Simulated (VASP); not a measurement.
Br, 1 atom in the cell. Symmetry: I4/mmm, No. 139, tetragonal system. Conventional cell: a = 2.748 Å, b = 2.748 Å, c = 7.789 Å, α = 90.00°, β = 90.00°, γ = 90.00°. Within 3.6 Å of Br (site symmetry 4/mmm) lie 4 Br at 2.75 Å. 

| Quantity | Value |
| --- | --- |
| Program | VASP 6.6.1 |
| Task | single point |
| Functional | PBE |
| Dispersion | D3(BJ) |
| Potentials or basis | VASP PAW PBE potentials, release 64 (Br) |
| Cutoff | 520 eV |
| k mesh | 22 × 22 × 22 |
| Occupations | gaussian, width 0.15 eV |
| Spin | no spin polarisation |
| Dipole correction | no |
| Further INCAR settings | ALGO = Fast; EDIFF = 1e-07; NBANDS = 10 |

Potentials or basis: VASP PAW PBE potentials, release 64 (Br).

Launch:

```sh
$ cat potpaw_PBE.64/Br/POTCAR > POTCAR
$ mpirun -np 1 vasp_std > vasp.out
```

Hardware: 1 thread of Oxide Virtual Turin-like Processor (shared host).

Question: Estimate the wall time of this run.

Answer: Wall time 6.6 min on 1 thread of Oxide Virtual Turin-like Processor, with other jobs on the host, peak memory 0.33 GiB. Counts: scf iterations 12, k points 834.
